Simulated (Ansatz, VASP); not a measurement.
# AgBr: VASP beside Ansatz

```
Ag Br
1.0
     0.00000    2.92166    2.92166
     2.92166    0.00000    2.92166
     2.92166    2.92166    0.00000
Ag Br
1 1
Direct
  0.00000 0.00000 0.00000
  0.50000 0.50000 0.50000
```

Alike in both runs: functional PBE; k mesh 8 × 8 × 8; occupations gaussian, width 0.02 eV; no spin polarisation.

Ansatz relaxed the structure, and its values are those at the end. VASP's run is a single point on that final structure, the one shown.

```csv
,VASP,Ansatz
version,VASP 6.6.1,Ansatz 0.2.0
potentials or method,"VASP PAW PBE potentials, release 64 (Ag, Br), cutoff 500 eV","scalar-relativistic, plane waves, PAW"
valence electrons in the cell,18,26
```

```tsv
	VASP	Ansatz	Ansatz less VASP
gap on the k mesh at the Fermi level (eV)	0.69	0.69	+0.001
least direct gap on the mesh (eV)	2.43	2.43	+0.001
pressure (GPa)	-0.1	0.0	+0.03
```

VASP's potentials hold 18 valence electrons a cell and Ansatz's 26, so a difference there can come from the potentials and not from the codes.
